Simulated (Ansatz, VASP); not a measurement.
# One calculation of Cu, two programs

```
CELL_PARAMETERS angstrom
0.00000 1.75981 1.75981
1.75981 0.00000 1.75981
1.75981 1.75981 0.00000
ATOMIC_POSITIONS crystal
Cu 0.00000 0.00000 0.00000
```

Alike in both runs: functional LDA; k mesh 10 × 10 × 10; occupations gaussian, width 0.1 eV; no spin polarisation.

Ansatz relaxed the structure, and its values are those at the end. VASP's run is a single point on that final structure, the one shown.

```csv
,VASP,Ansatz
version,VASP 6.6.1,Ansatz 0.2.0
potentials or method,"VASP PAW LDA potentials, release 64 (Cu), cutoff 520 eV","scalar-relativistic, plane waves, PAW"
valence electrons in the cell,11,19
```

|  | VASP | Ansatz | Ansatz less VASP |
| --- | --- | --- | --- |
| gap on the k mesh at the Fermi level (eV) | none | none | - |
| pressure (GPa) | 0.6 | -0.3 | -0.91 |

Ansatz warns that its potentials were made for another functional, while VASP's fit it. LDA's correlation is that of Perdew and Zunger in VASP and of Perdew and Wang (1992) in Ansatz. A gap of «none» marks a metal or a gap that the smearing closes. VASP's potentials hold 11 valence electrons a cell and Ansatz's 19, so a difference there can come from the potentials and not from the codes.
